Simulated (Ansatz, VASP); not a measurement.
Two plane-wave programs on CdS

```
CELL_PARAMETERS angstrom
0.00000 2.85817 2.91650
2.85817 0.00000 2.91650
2.85817 2.85817 0.00000
ATOMIC_POSITIONS crystal
Cd 0.00000 0.00000 0.00000
S 0.25000 0.25000 0.25000
```

Alike in both runs: task single point; functional PBE; k mesh 6 × 6 × 6; occupations fermi-dirac, width 0.05 eV; no spin polarisation.

|  | VASP | Ansatz |
| --- | --- | --- |
| version | VASP 6.6.1 | Ansatz 0.2.0 |
| potentials or method | VASP PAW PBE potentials, release 64 (Cd, S), cutoff 500 eV | plane waves, PAW |
| valence electrons in the cell | 18 | 26 |

Ansatz gave:

| Item | Value |
| --- | --- |
| pressure (GPa) | 5.8 |
| traceless stress, the component that is largest in VASP (GPa) | -0.19 |

Task: Which values does VASP return?

Result: Pressure (GPa): 6.2; traceless stress, the component that is largest in VASP (GPa): -0.19.

VASP's potentials hold 18 valence electrons a cell and Ansatz's 26, so a difference there can come from the potentials and not from the codes.
